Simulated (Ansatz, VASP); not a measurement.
V3F: VASP beside Ansatz

File INCAR:

```
ALGO = Normal
EDIFF = 1E-7
EDIFFG = -0.01
ENCUT = 600
GGA = PE
IBRION = 2
ISIF = 3
ISMEAR = 0
LASPH = True
LCHARG = False
LREAL = False
LWAVE = False
NELM = 60
NSW = 100
PREC = Accurate
SIGMA = 0.1
```

The input KPOINTS:

```
k-points
0
Gamma
  14 14 14
```

The input POSCAR:

```
V3F
1.0
    0.0000000000      2.9566214238      2.9566214238
    2.9566214238      0.0000000000      2.9566214238
    2.9566214238      2.9566214238      0.0000000000
V F
3 1
Direct
    0.5000000000      0.5000000000      0.5000000000
    0.2500000000      0.2500000000      0.2500000000
    0.7500000000      0.7500000000      0.7500000000
    0.0000000000      0.0000000000      0.0000000000
```

Input for Ansatz:

```yaml
crystal:
  lattice:
    - [0.0, 2.9566214238, 2.9566214238]
    - [2.9566214238, 0.0, 2.9566214238]
    - [2.9566214238, 2.9566214238, 0.0]
  atoms:
    - { symbol: V, position: [0.5, 0.5, 0.5] }
    - { symbol: V, position: [0.25, 0.25, 0.25] }
    - { symbol: V, position: [0.75, 0.75, 0.75] }
    - { symbol: F, position: [0.0, 0.0, 0.0] }
basis:
  ecutwfc: 420
kpoints:
  mp_grid: { grid: [14, 14, 14] }
hamiltonian:
  xc: pbe
scf:
  occupations: { method: gaussian, width: 0.1 }
output:
  forces: true
  stress: true
  eigenvalues: true
relax:
  adjacent_minimum: "off"
  f_tol: 0.01
  max_steps: 80
  cell: { stress_tol: 0.05 }
```

Change from the starting cell: species swapped into the GdMg3 type (Fm-3m, No. 225).

Alike in both runs: task relaxation of cell and atoms; functional PBE; k mesh 14 × 14 × 14; occupations gaussian, width 0.1 eV; no spin polarisation.

|  | VASP | Ansatz |
| --- | --- | --- |
| version | VASP 6.6.1 | Ansatz 0.2.0 |
| potentials or method | VASP PAW PBE potentials, release 64 (V_sv, F), cutoff 600 eV | scalar-relativistic, plane waves, PAW |
| valence electrons in the cell | 46 | 46 |

Ansatz gave:

* gap on the k mesh at the Fermi level, each at its own relaxed structure (eV): none
* relaxed volume (Å³/atom): 12.90
* relaxed length of the cell vector where the two differ most in proportion (Å): 4.179

Problem. What did VASP give for the same quantities?

Solution. gap on the k mesh at the Fermi level, each at its own relaxed structure (eV): none; relaxed volume (Å³/atom): 12.88; relaxed length of the cell vector where the two differ most in proportion (Å): 4.177.

A gap of «none» marks a metal or a gap that the smearing closes.
